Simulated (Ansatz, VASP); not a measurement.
MnS in VASP and in Ansatz

```
Mn S
1.0
     0.00000    2.61225    2.61225
     2.61225    0.00000    2.61225
     2.61225    2.61225    0.00000
Mn S
1 1
Direct
  0.00000 0.00000 0.00000
  0.50000 0.50000 0.50000
```

Alike in both runs: task single point; functional LDA; k mesh 6 × 6 × 6; occupations gaussian, width 0.05 eV; non-collinear spin, spin-orbit coupling.

|  | VASP | Ansatz |
| --- | --- | --- |
| version | VASP 6.6.1 | Ansatz 0.2.0 |
| potentials or method | VASP PAW LDA potentials, release 64 (Mn_pv, S), cutoff 520 eV | plane waves, PAW |
| valence electrons in the cell | 19 | 21 |

Ansatz gave:

```
pressure (GPa)           : -12.2
net moment per atom (μB) : 2.28
```

Task: Estimate VASP's values.

Result: Pressure (GPa): -13.4; net moment per atom (μB): 2.23.

LDA's correlation is that of Perdew and Zunger in VASP and of Perdew and Wang (1992) in Ansatz. VASP's potentials hold 19 valence electrons a cell and Ansatz's 21, so a difference there can come from the potentials and not from the codes. Ansatz's warnings: stress scf threshold loose.
